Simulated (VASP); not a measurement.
Runs of VASP 6.6.1 on Mo. The structure is that of space group Im-3m (No. 229), or close to it. The cells are those of the table. 

| cell | gap on the mesh (eV) | pressure (GPa) |
| --- | --- | --- |
| a = 2.666 Å, angles 108.1, 108.1, 112.2°, 1 atom | none | (a) |
| a = 2.665 Å, angles 110.2, 110.2, 108.1°, 1 atom | none | 16.6 |
| a = 2.688 Å, angles 110.8, 110.8, 106.7°, 1 atom | none | 8.7 |
| a = 2.733 Å, angles 110.1, 110.1, 108.1°, 1 atom | none | (b) |
| a = 2.688 Å, angles 108.8, 108.8, 110.8°, 1 atom | none | 8.3 |

Alike in all rows: task single point; level PBEsol; potentials or basis VASP PAW PBE potentials, release 64 (Mo_sv); no spin polarisation; k mesh 26 × 26 × 26; cutoff (eV) 520; smearing gaussian 0.15 eV.

Fill in the values left out.

(a) 17.2; (b) -5.9.

Caveats: the PAW data sets were made with another functional, which shifts forces and pressure a little; the stress differs along the axes, from 11 to 30 GPa (at least some runs); the stress differs along the axes, from 11 to 20 GPa (at least some runs); the stress differs along the axes, from -2 to 14 GPa (at least some runs); the stress differs along the axes, from -11 to -3 GPa (at least some runs); the stress differs along the axes, from 5 to 14 GPa (at least some runs).

A k mesh can miss the band edges, and the runs leave out spin-orbit coupling on Mo.

A gap of «none» marks levels without a gap at the run's occupations.
